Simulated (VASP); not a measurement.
# Si (Fd-3m) in VASP: settings compared

Si is run at these levels: LDA, r2SCAN, PBE; tasks: single point.

All numbers are computed with VASP 6.6.1; they aren't measurements. Logs are shortened: lines on timing, memory, paths and dates and some standing lists are left out, and cuts for length are marked.

### Step 1. The cell of the first run

The structure is cubic, space group Fd-3m (No. 227). The conventional cell has a = 5.444 Å, b = 5.444 Å, c = 5.444 Å, α = 90.00°, β = 90.00°, γ = 90.00°. Si (site symmetry -43m) has 4 Si at 2.36 Å within 3.1 Å.

### Step 2. Single point, LDA

Contents of INCAR:

```
SYSTEM = Si
PREC = Accurate ; ENCUT = 500
EDIFF = 1E-6 ; ISMEAR = 0
SIGMA = 0.01 ; LREAL = .False.
LASPH = .True. ; NELM = 120
ALGO = Normal ; ISIF = 2
LWAVE = .False. ; LCHARG = .False.
GGA = CA ; NBANDS = 11
GGA_COMPAT = .False.
```

Contents of KPOINTS:

```
Automatic mesh
0
Gamma
  7 7 7
  0 0 0
```

Contents of POSCAR:

```
Si
1.0
    0.0000000000      2.7218510000      2.7218510000
    2.7218510000      0.0000000000      2.7218510000
    2.7218510000      2.7218510000      0.0000000000
Si
2
Direct
    0.2500000000      0.2500000000      0.2500000000
    0.0000000000      0.0000000000      0.0000000000
```

Potentials or basis: VASP PAW LDA potentials, release 64 (Si).

On the command line:

```sh
> cat potpaw_LDA.64/Si/POTCAR > POTCAR
> mpirun -np 1 vasp_std > vasp.out
```

OUTCAR:

```text
SYSTEM = Si
   PREC = Accurate
   ENCUT = 500
   EDIFF = 1E-6
   ISMEAR = 0
   LREAL = .False.
   LASPH = .True.
   NELM = 120
   ISIF = 2
   GGA = CA

 ion  position               nearest neighbor table
   1  0.250  0.250  0.250-   2 2.36   2 2.36   2 2.36   2 2.36
   2  0.000  0.000  0.000-   1 2.36   1 2.36   1 2.36   1 2.36

  LATTYP: Found a face centered cubic cell.
 ALAT       =     5.4437020000

  Lattice vectors:

 A1 = (   0.0000000000,   2.7218510000,   2.7218510000)
 A2 = (   2.7218510000,   0.0000000000,   2.7218510000)
 A3 = (   2.7218510000,   2.7218510000,   0.0000000000)

Analysis of symmetry for initial positions (statically):
=====================================================================
 Subroutine PRICEL returns:
 Original cell was already a primitive cell.

 Routine SETGRP: Setting up the symmetry group for a
 face centered cubic supercell.

 Subroutine GETGRP returns: Found 48 space group operations
 (whereof 24 operations were pure point group operations)
 out of a pool of 48 trial point group operations.

The static configuration has the point symmetry T_d .
 The point group associated with its full space group is O_h .

Analysis of symmetry for dynamics (positions and initial velocities):
=====================================================================
 Subroutine PRICEL returns:
 Original cell was already a primitive cell.

 Routine SETGRP: Setting up the symmetry group for a
 face centered cubic supercell.

 Subroutine GETGRP returns: Found 48 space group operations
 (whereof 24 operations were pure point group operations)
 out of a pool of 48 trial point group operations.

The dynamic configuration has the point symmetry T_d .
 The point group associated with its full space group is O_h .

 Subroutine INISYM returns: Found 48 space group operations
 (whereof 24 operations are pure point group operations),
 and found     1 'primitive' translations

----------------------------------------------------------------------------------------

                                     Primitive cell

  volume of cell :      40.3295

  direct lattice vectors                    reciprocal lattice vectors
     0.000000000  2.721851000  2.721851000    -0.183698520  0.183698520  0.183698520
     2.721851000  0.000000000  2.721851000     0.183698520 -0.183698520  0.183698520
     2.721851000  2.721851000  0.000000000     0.183698520  0.183698520 -0.183698520

  length of vectors
     3.849278599  3.849278599  3.849278599     0.318175170  0.318175170  0.318175170

  position of ions in fractional coordinates (direct lattice)
     0.250000000  0.250000000  0.250000000
     0.000000000  0.000000000  0.000000000

  ion indices of the primitive-cell ions
   primitive index   ion index
                 1           1
                 2           2

----------------------------------------------------------------------------------------

 KPOINTS: Automatic mesh

Automatic generation of k-mesh.
 Grid dimensions read from file:
 generate k-points for:    7    7    7

 Generating k-lattice:

  Cartesian coordinates                     Fractional coordinates (reciprocal lattice)
    -0.026242646  0.026242646  0.026242646     0.142857143  0.000000000  0.000000000
     0.026242646 -0.026242646  0.026242646     0.000000000  0.142857143  0.000000000
     0.026242646  0.026242646 -0.026242646     0.000000000  0.000000000  0.142857143

  Length of vectors
     0.045453596  0.045453596  0.045453596

  Shift w.r.t. Gamma in fractional coordinates (k-lattice)
     0.000000000  0.000000000  0.000000000

 Subroutine IBZKPT returns following result:
 ===========================================

 Found     20 irreducible k-points:

 Following reciprocal coordinates:
            Coordinates               Weight
  0.000000  0.000000  0.000000      1.000000
  0.142857  0.000000  0.000000      8.000000
  0.285714  0.000000  0.000000      8.000000
  0.428571  0.000000  0.000000      8.000000
  0.142857  0.142857  0.000000      6.000000
  0.285714  0.142857  0.000000     24.000000
[... 12 lines left out ...]
 -0.428571  0.428571  0.142857     24.000000
 -0.285714  0.428571  0.142857     24.000000
   k-points           NKPTS =     20   k-points in BZ     NKDIM =     20   number of bands    NBANDS=     11
   number of dos      NEDOS =    301   number of ions     NIONS =      2
   total plane-waves  NPLWV =  21952
   dimension x,y,z NGX =    28 NGY =   28 NGZ =   28
   dimension x,y,z NGXF=    56 NGYF=   56 NGZF=   56
   ions per type =               2
   NGX,Y,Z   is equivalent  to a cutoff of  12.09, 12.09, 12.09 a.u.
   NGXF,Y,Z  is equivalent  to a cutoff of  24.19, 24.19, 24.19 a.u.
 SYSTEM =  Si
   PREC   = accura    normal or accurate (medium, high low for compatibility)
   ISTART =      0    job   : 0-new  1-cont  2-samecut
   ICHARG =      2    charge: 1-file 2-atom 10-const
   ISPIN  =      1    spin polarized calculation?
   LNONCOLLINEAR =      F non collinear calculations
   LSORBIT =      F    spin-orbit coupling
   LASPH  =      T    aspherical Exc in radial PAW
   ENCUT  =  500.0 eV  36.75 Ry    6.06 a.u.   7.02  7.02  7.02*2*pi/ulx,y,z
   NELM   =    120;   NELMIN=  2; NELMDL= -5     # of ELM steps
   EDIFF  = 0.1E-05   stopping-criterion for ELM
   LREAL  =      F    real-space projection
[... 7 lines left out ...]
   TEBEG  =    0.0;   TEEND  =   0.0 temperature during run
   PSTRESS=    0.0 pullay stress
   NELECT =       8.0000    total number of electrons
   NUPDOWN=      -1.0000    fix difference up-down
   EMIN   =  10.00;   EMAX   =-10.00  energy-range for DOS
   EFERMI =   0.00;   METHOD = LEGACY
   ISMEAR =     0;   SIGMA  =   0.01  broadening in eV -4-tet -1-fermi 0-gaus
   EFERMI_NEDOS =   21; number of points for ismear=-14 and -15
   IALGO  =     38    algorithm
   IMIX   =      4    mixing-type and parameters
     AMIX     =   0.40;   BMIX     =  1.00
     AMIX_MAG =   1.60;   BMIX_MAG =  1.00
  volume/ion in A,a.u.               =      20.16       136.08
  Fermi-wavevector in a.u.,A,eV,Ry     =   0.954766  1.804247 12.402785  0.911579
  Thomas-Fermi vector in A             =   2.083543
   LORBIT       =      0    0 simple, 1 ext, 2 COOP (PROOUT), +10 PAW based schemes
   GGA     = CA    functional components
   LHFCALC =     F    Hartree Fock is set to
   AEXX    =    0.0000 exact exchange contribution
   IVDW    =     0    specifies the selected vdW correction
   LEPSILON=     F    determine dielectric tensor
   LRPA    =     F    only Hartree local field effects (RPA)
 non-spin polarized calculation
 Gauss-broadening in eV      SIGMA  =   0.01
  energy-cutoff  :      500.00
  volume of cell :       40.33
 maximum number of plane-waves:      1032
   NGX = 13   NGY = 13   NGZ = 13

 number of electron       8.0000001 magnetization

 Free energy of the ion-electron system (eV)
  ---------------------------------------------------
  ext. energy  EPLUGINS =         0.00000000
  ---------------------------------------------------
  free energy    TOTEN  =       -11.90366188 eV

  energy without entropy =      -11.90366188  energy(sigma->0) =      -11.90366188

 E-fermi :   5.7925     XC(G=0):  -9.5775

 val. band max:        5.7006924887   @ k =   0.0000   0.0000   0.0000
 cond. band min:       6.1798297911   @ k =   0.4286   0.4286   0.0000
 fundamental gap:      0.4791373024
 Fermi energy:         5.7924512599

 k-point     1 :       0.0000    0.0000    0.0000
  band No.  band energies     occupation
      1      -6.2088      2.00000
      2       5.7007      2.00000
      3       5.7007      2.00000
      4       5.7007      2.00000
      5       8.2198      0.00000
      6       8.2198      0.00000
      7       8.2198      0.00000
      8       8.8277      0.00000
      9      13.3447      0.00000
     10      13.4224      0.00000
     11      13.4224      0.00000

 k-point     2 :       0.1429    0.0000    0.0000
  band No.  band energies     occupation
      1      -5.9442      2.00000
      2       3.7574      2.00000
      3       5.3451      2.00000
      4       5.3451      2.00000
      5       8.0322      0.00000
      6       8.7375      0.00000
      7       8.7375      0.00000
      8      10.5334      0.00000
      9      12.8398      0.00000
     10      12.8398      0.00000
     11      14.3235      0.00000

 k-point     3 :       0.2857    0.0000    0.0000
  band No.  band energies     occupation
      1      -5.1815      2.00000
      2       1.1468      2.00000
      3       4.8334      2.00000
      4       4.8334      2.00000
      5       7.4750      0.00000
      6       9.1859      0.00000
      7       9.1859      0.00000
      8      12.9448      0.00000
      9      13.1125      0.00000
     10      13.1125      0.00000
     11      14.3539      0.00000

 k-point     4 :       0.4286    0.0000    0.0000
  band No.  band energies     occupation
      1      -4.1438      2.00000
      2      -0.8769      2.00000
      3       4.5476      2.00000
      4       4.5476      2.00000
      5       7.1450      0.00000
      6       9.0335      0.00000
      7       9.0335      0.00000
      8      13.2646      0.00000
      9      15.1140      0.00000
     10      15.1140      0.00000
     11      15.9976      0.00000

 k-point     5 :       0.1429    0.1429    0.0000
  band No.  band energies     occupation
      1      -5.8548      2.00000
      2       4.0486      2.00000
      3       4.7316      2.00000
      4       4.7316      2.00000
      5       7.5133      0.00000
      6       9.6147      0.00000
      7       9.6147      0.00000
      8       9.9607      0.00000
      9      12.0741      0.00000
     10      13.8148      0.00000
     11      14.7395      0.00000
[... 155 lines left out ...]
 k-point    17 :       0.4286    0.2857    0.1429
  band No.  band energies     occupation
      1      -4.5018      2.00000
      2       0.8060      2.00000
      3       2.5840      2.00000
      4       3.9170      2.00000
      5       8.2054      0.00000
      6       9.4354      0.00000
      7       9.7558      0.00000
      8      11.7538      0.00000
      9      13.8560      0.00000
     10      16.4715      0.00000
     11      16.9511      0.00000

 k-point    18 :      -0.4286    0.2857    0.1429
  band No.  band energies     occupation
      1      -3.4631      2.00000
      2      -0.7193      2.00000
      3       2.0106      2.00000
      4       3.3794      2.00000
      5       8.6820      0.00000
      6       9.0960      0.00000
      7      11.0685      0.00000
      8      12.2025      0.00000
      9      13.9065      0.00000
     10      15.5691      0.00000
     11      17.7194      0.00000

 k-point    19 :      -0.4286    0.4286    0.1429
  band No.  band energies     occupation
      1      -2.9266      2.00000
      2      -1.0298      2.00000
      3       2.1030      2.00000
      4       2.5166      2.00000
      5       7.8260      0.00000
      6       8.1874      0.00000
      7      11.7514      0.00000
      8      14.2332      0.00000
      9      14.7340      0.00000
     10      16.6289      0.00000
     11      18.0206      0.00000

 k-point    20 :      -0.2857    0.4286    0.1429
  band No.  band energies     occupation
      1      -2.4897      2.00000
      2      -1.4251      2.00000
      3       1.4586      2.00000
      4       2.6076      2.00000
      5       8.3495      0.00000
      6      10.4460      0.00000
      7      11.2470      0.00000
      8      11.3834      0.00000
      9      14.6502      0.00000
     10      15.8227      0.00000
     11      18.7258      0.00000

------------------------ aborting loop because EDIFF is reached ----------------------------------------

  FORCE on cell =-STRESS in cart. coord.  units (eV):
  Direction    XX          YY          ZZ          XY          YZ          ZX
  --------------------------------------------------------------------------------------
  -------------------------------------------------------------------------------------
  Total       -0.5198969     -0.5198969     -0.5198969      0.0000000      0.0000000     -0.0000000
  in kB      -20.6540277    -20.6540277    -20.6540277      0.0000000      0.0000000     -0.0000000
  external PRESSURE =     -20.6540277 kB  Pullay stress =       0.0000000 kB

 VOLUME and BASIS-vectors are now :
 -----------------------------------------------------------------------------
  energy-cutoff  :      500.00
  volume of cell :       40.33
      direct lattice vectors                 reciprocal lattice vectors
     0.000000000  2.721851000  2.721851000    -0.183698520  0.183698520  0.183698520
     2.721851000  0.000000000  2.721851000     0.183698520 -0.183698520  0.183698520
     2.721851000  2.721851000  0.000000000     0.183698520  0.183698520 -0.183698520

 POSITION                                       TOTAL-FORCE (eV/Angst)
 -----------------------------------------------------------------------------------
      1.36093      1.36093      1.36093        -0.000000     -0.000000     -0.000000
      0.00000      0.00000      0.00000         0.000000      0.000000      0.000000
 -----------------------------------------------------------------------------------
    total drift:                                0.000000      0.000000     -0.000000

  FREE ENERGIE OF THE ION-ELECTRON SYSTEM (eV)
  ---------------------------------------------------
  free  energy   TOTEN  =       -11.9036618810 eV

  energy  without entropy=      -11.9036618810  energy(sigma->0) =      -11.90366188
```

It took 4.8 s on 1 thread of AMD EPYC 9R45 (Zen 5), shared host; peak memory 0.1 GiB.

What came out:

- Free energy: -11.9037 eV
- Pressure: -2.1 GPa
- Band gap on the k mesh: 0.48 eV, indirect (least direct gap 2.52 eV)

Levels at points of the mesh, in eV from the valence-band top:
```
           k point  band 1  band 2  band 3  band 4  band 5  band 6  band 7  band 8  band 9
(0.00, 0.00, 0.00)  -11.91    0.00    0.00    0.00    2.52    2.52    2.52    3.13    7.64
```

A k mesh can miss the band edges.

### Step 3. Single point, r2SCAN

POSCAR is that of step 2.

Contents of INCAR.step1:

```
ALGO = Normal
EDIFF = 1E-5
ENCUT = 550
GGA = PE
GGA_COMPAT = False
ISMEAR = 0
LASPH = True
LCHARG = False
LREAL = False
LWAVE = True
NBANDS = 11
NELM = 120
PREC = Accurate
SIGMA = 0.01
```

Contents of INCAR.step2:

```
ALGO = Normal
EDIFF = 1E-6
ENCUT = 550
GGA_COMPAT = False
ISIF = 2
ISMEAR = 0
ISTART = 1
LASPH = True
LCHARG = False
LMIXTAU = True
LREAL = False
LWAVE = False
METAGGA = R2SCAN
NBANDS = 11
NELM = 120
PREC = Accurate
SIGMA = 0.01
```

Contents of KPOINTS:

```
k-points
0
Gamma
  7 7 7
```

Potentials or basis: VASP PAW PBE potentials, release 64 (Si).

On the command line:

```sh
> cat potpaw_PBE.64/Si/POTCAR > POTCAR
> cp INCAR.step1 INCAR
> mpirun -np 1 vasp_std > vasp.out
> cp INCAR.step2 INCAR
> mpirun -np 1 vasp_std > vasp.out
```

Wall time 29 s (1 thread of AMD EPYC 9R45 (Zen 5), shared host); peak memory 0.13 GiB.

Results (log left out):

```
Free energy            : -17.5420 eV
Pressure               : -0.2 GPa
Band gap on the k mesh : 0.79 eV, indirect (least direct gap 2.75 eV)
```

Levels at points of the mesh, in eV from the valence-band top:
| k point | band 2 | band 3 | band 4 | band 5 | band 6 | band 7 |
| --- | --- | --- | --- | --- | --- | --- |
| (0.00, 0.00, 0.00) | 0.00 | 0.00 | 0.00 | 2.75 | 2.75 | 2.75 |

Caveat: the PAW data sets were made with another functional, which shifts forces and pressure a little. r2SCAN opens gaps a little over a GGA but as a rule still falls short of measured ones.

(Part 1 of 2 ends here.)
